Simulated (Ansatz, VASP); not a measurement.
## Au: VASP beside Ansatz

The input INCAR:

```
SYSTEM = Au
PREC     = Accurate       ! precision mode
ENCUT    = 520            ! plane-wave cutoff, eV
EDIFF    = 1E-7           ! SCF threshold, eV
ISMEAR   = 0              ! smearing method
SIGMA    = 0.15           ! smearing width, eV
LREAL    = .False.        ! projectors in reciprocal space
LASPH    = .True.         ! aspherical terms in the spheres
NELM     = 100            ! most SCF steps
ALGO     = Fast           ! electronic algorithm
ISIF     = 2              ! what is computed and relaxed
LWAVE    = .False.        ! write WAVECAR
LCHARG   = .True.         ! write CHGCAR
GGA      = PS             ! functional
LELF     = .True.         ! ELF
LVHAR    = .True.       
NBANDS   = 42             ! bands
```

KPOINTS

```
Automatic mesh
0
Gamma
  14 14 5
  0 0 0
```

POSCAR

```
Au
1.0
   -3.3145380000      0.0000000000      0.0000000000
    0.0000000000     -3.3145380000      0.0000000000
    0.0000000000     -1.1048460000      9.9436140000
Au
6
Direct
    0.5000000000      0.4722277778      0.0833166667
    0.0000000000     -0.3055500000      0.9166500000
    0.5000000000      0.3611166667      0.4166500000
    0.0000000000     -0.0833277778      0.2499833333
    0.5000000000      0.2500055556      0.7499833333
    0.0000000000     -0.1944388889      0.5833166667
```

Input for Ansatz:

```yaml
crystal:
  lattice:
    - [-3.314538, 0.0, 0.0]
    - [0.0, -3.314538, 0.0]
    - [0.0, -1.104846, 9.943614]
  atoms:
    - { symbol: Au, position: [0.5, 0.4722277778, 0.0833166667] }
    - { symbol: Au, position: [0.0, -0.30555, 0.91665] }
    - { symbol: Au, position: [0.5, 0.3611166667, 0.41665] }
    - { symbol: Au, position: [0.0, -0.0833277778, 0.2499833333] }
    - { symbol: Au, position: [0.5, 0.2500055556, 0.7499833333] }
    - { symbol: Au, position: [0.0, -0.1944388889, 0.5833166667] }
basis:
  ecutwfc: 420
kpoints:
  mp_grid: { grid: [14, 14, 5] }
hamiltonian:
  xc: pbesol
scf:
  occupations: { method: gaussian, width: 0.15 }
output:
  forces: true
  stress: true
  eigenvalues: true
  write_density: true
  write_potential: true
  elf: true
  volumetric_format: npy
```

Alike in both runs: task single point; functional PBEsol; k mesh 14 × 14 × 5; occupations gaussian, width 0.15 eV; no spin polarisation.

|  | VASP | Ansatz |
| --- | --- | --- |
| version | VASP 6.6.1 | Ansatz 0.2.0 |
| potentials or method | VASP PAW PBE potentials, release 64 (Au), cutoff 520 eV | scalar-relativistic, plane waves, PAW |
| valence electrons in the cell | 66 | 114 |

|  | VASP | Ansatz | Ansatz less VASP |
| --- | --- | --- | --- |
| gap on the k mesh at the Fermi level (eV) | none | none | - |
| pressure (GPa) | -0.7 | -0.5 | +0.23 |
| traceless stress, the component that is largest in VASP (GPa) | -7.13 | -7.17 | -0.040 |
| rms of the force components (eV/Å) | 1.641 | 1.648 | +0.0068 |

VASP's potentials were made for PBE, not for PBEsol. Atom by atom the forces differ by 0.007 eV/Å (rms over components). A gap of «none» marks a metal or a gap that the smearing closes. With one functional, cell and mesh, what is left measures potentials, basis and numerics. VASP's potentials hold 66 valence electrons a cell and Ansatz's 114, so a difference there can come from the potentials and not from the codes.

Neither program's run includes spin-orbit coupling.
